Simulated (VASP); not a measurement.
Crystal: Rh.

```
CELL_PARAMETERS angstrom
0.00000 1.87313 1.87313
1.87313 0.00000 1.87313
1.87313 1.87313 0.00000
ATOMIC_POSITIONS crystal
Rh 0.00000 0.00000 0.00000
```

Base run:

```yaml
Program: VASP 6.6.1
Functional: LDA
Potentials_or_basis: VASP PAW LDA potentials, release 64 (Rh_sv_GW)
Cutoff: 530 eV
k_mesh: 9 × 9 × 9
Occupations: gaussian, width 0.1 eV
Spin: no spin polarisation
```

Its results: pressure 0.0 GPa.

Question: The run is repeated on the same cell with these changes: potentials or basis from VASP PAW LDA potentials, release 64 (Rh_sv_GW) to VASP PAW LDA potentials, release 64 (Rh_pv); cutoff from 530 eV to 520 eV; valence electrons from 17 to 15. What comes out?

Answer: Pressure 2.9 GPa.
